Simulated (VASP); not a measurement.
# BN (R3m) in VASP: G0W0 quasiparticle levels with PBEsol

Aim: the G0W0 quasiparticle levels of BN with PBEsol.

All numbers are computed with VASP 6.6.1; they aren't measurements. Logs are shortened: lines on timing, memory, paths and dates and some standing lists are left out, and cuts for length are marked.

## (1) The cell of the first run

The structure is trigonal, space group R3m (No. 160). The conventional cell has a = 2.575 Å, b = 2.575 Å, c = 6.234 Å, α = 90.00°, β = 90.00°, γ = 120.00°. B (site symmetry 3m) has 4 N at 1.56 to 1.57 Å within 2.1 Å. N (site symmetry 3m) has 4 B at 1.56 to 1.57 Å within 2.1 Å.

## (2) G0W0 quasiparticle levels, PBEsol

File POSCAR:

```
BN
1.0
   -0.0139711365      1.8066028367      1.8066028367
    1.8066028367     -0.0139711365      1.8066028367
    1.8066028367      1.8066028367     -0.0139711365
B N
1 1
Direct
   -0.0000807545     -0.0000807545     -0.0000807545
    0.2500807545      0.2500807545      0.2500807545
```

File INCAR.step1:

```
ALGO = Normal
EDIFF = 1E-8
ENCUT = 500
GGA = PS
ISMEAR = 0
LASPH = T
LCHARG = F
LREAL = F
LWAVE = T
NELM = 100
PREC = Accurate
SIGMA = 0.01
```

File INCAR.step2:

```
ALGO = Exact
EDIFF = 1E-8
ENCUT = 500
GGA = PS
ISMEAR = 0
ISTART = 1
LASPH = T
LCHARG = F
LOPTICS = T
LREAL = F
LWAVE = T
NBANDS = 69
NELM = 1
PREC = Accurate
SIGMA = 0.01
```

File INCAR.step3:

```
ALGO = EVGW0
EDIFF = 1E-8
ENCUT = 500
ENCUTGW = 180.0
GGA = PS
ISMEAR = 0
ISTART = 1
LASPH = T
LCHARG = F
LREAL = F
LWAVE = F
NBANDS = 69
NBANDSGW = 12
NELMGW = 1
NOMEGA = 48
PREC = Accurate
PRECFOCK = Fast
SIGMA = 0.01
```

File KPOINTS:

```
k-points
0
Gamma
  6 6 6
```

Potentials or basis: VASP PAW PBE potentials, release 64 (B_GW, N_GW).

Run with:

```sh
cat potpaw_PBE.64/B_GW/POTCAR potpaw_PBE.64/N_GW/POTCAR > POTCAR
cp INCAR.step1 INCAR
mpirun -np 1 vasp_std > vasp.out
cp INCAR.step2 INCAR
mpirun -np 1 vasp_std > vasp.out
cp INCAR.step3 INCAR
mpirun -np 1 vasp_std > vasp.out
```

OUTCAR:

```text
EDIFF = 1E-8
   ENCUT = 500
   ENCUTGW = 180.0
   GGA = PS
   ISMEAR = 0
   ISTART = 1
   LASPH = T
   LREAL = F
   NELMGW = 1
   PREC = Accurate
   PRECFOCK = Fast

 ion  position               nearest neighbor table
   1  1.000  1.000  1.000-   2 1.56   2 1.57   2 1.57   2 1.57
   2  0.250  0.250  0.250-   1 1.56   1 1.57   1 1.57   1 1.57

  LATTYP: Found a trigonal (rhomboedric) cell.
 ALAT       =     2.5549604325
 COS(alpha) =     0.4922519058

  Lattice vectors:

 A1 = (  -0.0139711365,   1.8066028367,   1.8066028367)
 A2 = (   1.8066028367,  -0.0139711365,   1.8066028367)
 A3 = (   1.8066028367,   1.8066028367,  -0.0139711365)

Analysis of symmetry for initial positions (statically):
=====================================================================
 Subroutine PRICEL returns:
 Original cell was already a primitive cell.

 Routine SETGRP: Setting up the symmetry group for a
 trigonal (rhombohedral) supercell.

 Subroutine GETGRP returns: Found  6 space group operations
 (whereof  6 operations were pure point group operations)
 out of a pool of 12 trial point group operations.

The static configuration has the point symmetry C_3v.

Analysis of symmetry for dynamics (positions and initial velocities):
=====================================================================
 Subroutine PRICEL returns:
 Original cell was already a primitive cell.

 Routine SETGRP: Setting up the symmetry group for a
 trigonal (rhombohedral) supercell.

 Subroutine GETGRP returns: Found  6 space group operations
 (whereof  6 operations were pure point group operations)
 out of a pool of 12 trial point group operations.

The dynamic configuration has the point symmetry C_3v.

 Subroutine INISYM returns: Found  6 space group operations
 (whereof  6 operations are pure point group operations),
 and found     1 'primitive' translations

----------------------------------------------------------------------------------------

                                     Primitive cell

  volume of cell :      11.9296

  direct lattice vectors                    reciprocal lattice vectors
    -0.013971137  1.806602837  1.806602837    -0.273572598  0.275704726  0.275704726
     1.806602837 -0.013971137  1.806602837     0.275704726 -0.273572598  0.275704726
     1.806602837  1.806602837 -0.013971137     0.275704726  0.275704726 -0.273572598

  length of vectors
     2.554960433  2.554960433  2.554960433     0.476306790  0.476306790  0.476306790

  position of ions in fractional coordinates (direct lattice)
     0.999919246  0.999919246  0.999919246
     0.250080754  0.250080754  0.250080754

  ion indices of the primitive-cell ions
   primitive index   ion index
                 1           1
                 2           2

----------------------------------------------------------------------------------------

 KPOINTS: k-points

Automatic generation of k-mesh.
 Grid dimensions read from file:
 generate k-points for:    6    6    6

 Generating k-lattice:

  Cartesian coordinates                     Fractional coordinates (reciprocal lattice)
    -0.045595433  0.045950788  0.045950788     0.166666667  0.000000000  0.000000000
     0.045950788 -0.045595433  0.045950788     0.000000000  0.166666667  0.000000000
     0.045950788  0.045950788 -0.045595433     0.000000000  0.000000000  0.166666667

  Length of vectors
     0.079384465  0.079384465  0.079384465

  Shift w.r.t. Gamma in fractional coordinates (k-lattice)
     0.000000000  0.000000000  0.000000000

 Subroutine IBZKPT returns following result:
 ===========================================

 Found     32 irreducible k-points:

 Following reciprocal coordinates:
            Coordinates               Weight
  0.000000  0.000000  0.000000      1.000000
  0.166667  0.000000 -0.000000      6.000000
  0.333333  0.000000  0.000000      6.000000
  0.500000  0.000000  0.000000      3.000000
  0.166667  0.166667  0.000000      6.000000
  0.333333  0.166667  0.000000     12.000000
[... 16 lines left out ...]
  0.500000  0.500000  0.166667      6.000000
 -0.333333  0.500000  0.166667     12.000000
 [... further k-points ...]
   k-points           NKPTS =     32   k-points in BZ     NKDIM =    216   number of bands    NBANDS=     69
   number of dos      NEDOS =    301   number of ions     NIONS =      2
   total plane-waves  NPLWV =   8000
   dimension x,y,z NGX =    20 NGY =   20 NGZ =   20
   dimension x,y,z NGXF=    40 NGYF=   40 NGZF=   40
   ions per type =               1   1
   NGX,Y,Z   is equivalent  to a cutoff of  13.01, 13.01, 13.01 a.u.
   NGXF,Y,Z  is equivalent  to a cutoff of  26.03, 26.03, 26.03 a.u.
 SYSTEM =  unknown system
   PREC   = accura    normal or accurate (medium, high low for compatibility)
   ISTART =      1    job   : 0-new  1-cont  2-samecut
   ICHARG =      0    charge: 1-file 2-atom 10-const
   ISPIN  =      1    spin polarized calculation?
   LNONCOLLINEAR =      F non collinear calculations
   LSORBIT =      F    spin-orbit coupling
   LASPH  =      T    aspherical Exc in radial PAW
   ENCUT  =  500.0 eV  36.75 Ry    6.06 a.u.   4.66  4.66  4.66*2*pi/ulx,y,z
   NELM   =     60;   NELMIN=  2; NELMDL=  0     # of ELM steps
   EDIFF  = 0.1E-07   stopping-criterion for ELM
   LREAL  =      F    real-space projection
   EDIFFG = 0.1E-06   stopping-criterion for IOM
   NSW    =      0    number of steps for IOM
   IBRION =     -1    ionic relax: 0-MD 1-quasi-New 2-CG
   NFREE  =      0    steps in history (QN), initial steepest desc. (CG)
   ISIF   =      0    stress and relaxation
   ISYM   =      3    0-nonsym 1-usesym 2-fastsym
   POTIM  = 0.5000    time-step for ionic-motion
   TEBEG  =    0.0;   TEEND  =   0.0 temperature during run
   PSTRESS=    0.0 pullay stress
   NELECT =       8.0000    total number of electrons
   NUPDOWN=      -1.0000    fix difference up-down
   EMIN   =  10.00;   EMAX   =-10.00  energy-range for DOS
   EFERMI =   0.00;   METHOD = LEGACY
   ISMEAR =     0;   SIGMA  =   0.01  broadening in eV -4-tet -1-fermi 0-gaus
   EFERMI_NEDOS =   21; number of points for ismear=-14 and -15
   IALGO  =     38    algorithm
   IMIX   =      4    mixing-type and parameters
     AMIX     =   0.40;   BMIX     =  1.00
     AMIX_MAG =   1.60;   BMIX_MAG =  1.00
  volume/ion in A,a.u.               =       5.96        40.25
  Fermi-wavevector in a.u.,A,eV,Ry     =   1.432944  2.707872 27.937231  2.053329
  Thomas-Fermi vector in A             =   2.552516
   LORBIT       =      0    0 simple, 1 ext, 2 COOP (PROOUT), +10 PAW based schemes
   GGA     = PS    functional components
   LHFCALC =     T    Hartree Fock is set to
   PRECFOCK=fast      Normal, Fast or Accurate (Low or Medium for compatibility)
   ENCUT4O =  -1.0   cutoff for four orbital integrals eV
   NKREDX  =     1    reduce k-point grid by
   NKREDY  =     1    reduce k-point grid by
   NKREDZ  =     1    reduce k-point grid by
   AEXX    =    1.0000 exact exchange contribution
   HFSCREEN=    0.0000 screening length (either q_TF or 0.3 A-1)
   HFSCREENC=   0.0000 screening length for correlation (either q_TF or 0.3 A-1)
   ENCUTFOCK=  -1.0 apply spherical cutoff to Coloumb kernel
   IVDW    =     0    specifies the selected vdW correction
   LEPSILON=     F    determine dielectric tensor
   LRPA    =     F    only Hartree local field effects (RPA)
   LRPAFORCE           =     F    calculate RPA forces
   ENCUTGW             = 180.0    cutoff for response function in eV
   ENCUTGWSOFT         = 144.0    soft cutoff for Coulomb kernel in GW response function in eV
   ENCUTLF             =  -1.0    cutoff for local field effects
   NELMGW              =     1    number of iterations in solving QP/BSE equation
   NELMHF              =     1    number of iterations in the inner HF iteration
   NKREDLFX            =     1    NKREDLFY  =   1   NKREDLFZ  =   1
 non-spin polarized calculation
 Gauss-broadening in eV      SIGMA  =   0.01
  energy-cutoff  :      500.00
  volume of cell :       11.93
 maximum number of plane-waves:       313
 NGX is ok and might be reduce to    20
  NGX = 12; NGY = 12; NGZ = 12
   NGX =  9   NGY =  9   NGZ =  9
 maximum number of plane-waves:        72

 QP shifts <psi_nk| G(iteration)W_0 |psi_nk>: iteration 1
 for sc-GW calculations column KS-energies equals QP-energies in previous step
 and V_xc(KS)=  KS-energies - (<T + V_ion + V_H > + <T+V_H+V_ion>^1  + <V_x>^1)

 k-point   1 :       0.0000    0.0000    0.0000
  band No.  KS-energies  QP-energies   sigma(KS)   V_xc(KS)     V^pw_x(r,r')   Z            occupation Imag(sigma)

      1     -12.8449     -14.8754     -18.0344     -15.4148     -26.3745       0.7751       2.0000       1.4718
      2       7.2804       6.3603     -19.2577     -18.1389     -21.7552       0.8224       2.0000       0.0927
      3       7.2804       6.3603     -19.2577     -18.1389     -21.7552       0.8224       2.0000       0.0927
      4       7.3371       6.4184     -19.3058     -18.1886     -21.8424       0.8224       2.0000       0.0938
      5      15.9158      17.2316     -12.2063     -13.7892      -6.9915       0.8312       0.0000      -0.1068
      6      15.9158      17.2316     -12.2063     -13.7892      -6.9915       0.8312       0.0000      -0.1068
      7      16.1583      17.4781     -12.3048     -13.8955      -7.0407       0.8297       0.0000      -0.1092
      8      17.4642      18.5866     -13.9953     -15.3764      -8.3187       0.8127       0.0000      -0.1309
      9      31.6216      32.2637     -10.8691     -11.6811      -3.3097       0.7908       0.0000      -0.5943
     10      34.8843      36.0821     -11.9205     -13.3533      -5.4187       0.8360       0.0000      -0.5854
     11      34.8843      36.0821     -11.9205     -13.3533      -5.4187       0.8360       0.0000      -0.5854
     12      35.2146      35.9741     -10.4634     -11.3851      -3.0603       0.8241       0.0000      -0.9230

 k-point   2 :       0.1667    0.0000   -0.0000
  band No.  KS-energies  QP-energies   sigma(KS)   V_xc(KS)     V^pw_x(r,r')   Z            occupation Imag(sigma)
[... 353 lines left out ...]
      1      -7.0284      -8.7072     -19.5382     -17.3014     -26.7709       0.7505       2.0000       0.7060
      2      -0.8804      -2.5059     -17.4834     -15.4020     -21.9753       0.7810       2.0000       0.2024
      3       1.0778      -0.3044     -17.3107     -15.5801     -21.0306       0.7987       2.0000       0.1480
      4       1.1657      -0.1874     -17.1637     -15.4728     -20.8110       0.8002       2.0000       0.1447
      5      14.8807      15.9319     -12.7463     -14.0082      -7.8556       0.8330       0.0000      -0.1032
      6      19.1282      20.2681     -12.2212     -13.5999      -6.6352       0.8268       0.0000      -0.1284
      7      22.1920      23.6949     -13.2825     -15.1866      -6.4301       0.7893       0.0000      -0.2196
      8      23.9158      25.4937     -13.5722     -15.5922      -6.4911       0.7811       0.0000      -0.2487
      9      26.5966      28.1662     -14.2969     -16.3247      -6.8295       0.7741       0.0000      -0.3414
     10      32.9208      34.3844     -12.1037     -13.9403      -4.1968       0.7969       0.0000      -0.7610
     11      37.1445      38.2653     -11.6596     -13.0207      -4.1717       0.8235       0.0000      -0.9744
     12      40.3292      41.6466     -11.4107     -13.0153      -3.8106       0.8210       0.0000      -1.0776

 [... further k-points ...]
```

It took 80 s on 1 thread of Intel Xeon 6975P-C (Granite Rapids), shared host; peak memory 0.29 GiB.

Results:

```yaml
Quasiparticle_gap: 5.96 eV
Least_direct_quasiparticle_gap: 10.81 eV
Band_gap_of_the_starting_levels_on_the_mesh: 4.23 eV
Least_direct_gap_of_the_starting_levels_on_the_mesh: 8.58 eV
```

Caveat: the k points lie up to 0.50 Å⁻¹ apart; bands, screening cutoff and mesh are small and nothing is extrapolated, so the quasiparticle values aren't converged.
